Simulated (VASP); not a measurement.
**SnH3: single point with PBE**

Crystal: SnH3.

```
CELL_PARAMETERS angstrom
2.79962 4.84908 0.00000
-2.79962 4.84908 0.00000
0.00000 -3.23272 4.58519
ATOMIC_POSITIONS crystal
Sn 0.00000 0.00000 0.00000
Sn 0.50000 0.50000 0.50000
H 0.75042 0.74958 0.75000
H 0.25000 0.75042 0.75000
H 0.74958 0.25000 0.75000
H 0.24958 0.25042 0.25000
H 0.75000 0.24958 0.25000
H 0.25042 0.75000 0.25000
```

- Program: VASP 6.6.1
- Task: single point
- Functional: PBE
- Potentials or basis: VASP PAW PBE potentials, release 64 (Sn_d, H)
- Cutoff: 520 eV
- k mesh: 5 × 5 × 5
- Occupations: fermi-dirac, width 0.0351 eV
- Spin: no spin polarisation
- Dipole correction: no
- Further INCAR settings: ALGO = Normal; EDIFF = 1e-06; NBANDS = 27

```
Pressure               : -0.1 GPa
Band gap on the k mesh : zero (bands 17 and 18 overlap by 1.55 eV)
```

Levels at points of the mesh, in eV from the Fermi level:
```
           k point  band 14  band 15  band 16  band 17  band 18  band 19  band 20  band 21
(0.00, 0.00, 0.00)    -5.30    -5.30    -1.95    -1.95     1.27     1.27     1.28     4.02
```

Wall time 33 s on 1 thread of Intel(R) Xeon(R) 6975P-C (Granite Rapids) (shared host), peak memory 0.27 GiB.

Caveat: spin-orbit coupling is left out, which moves the levels of the heavy elements.
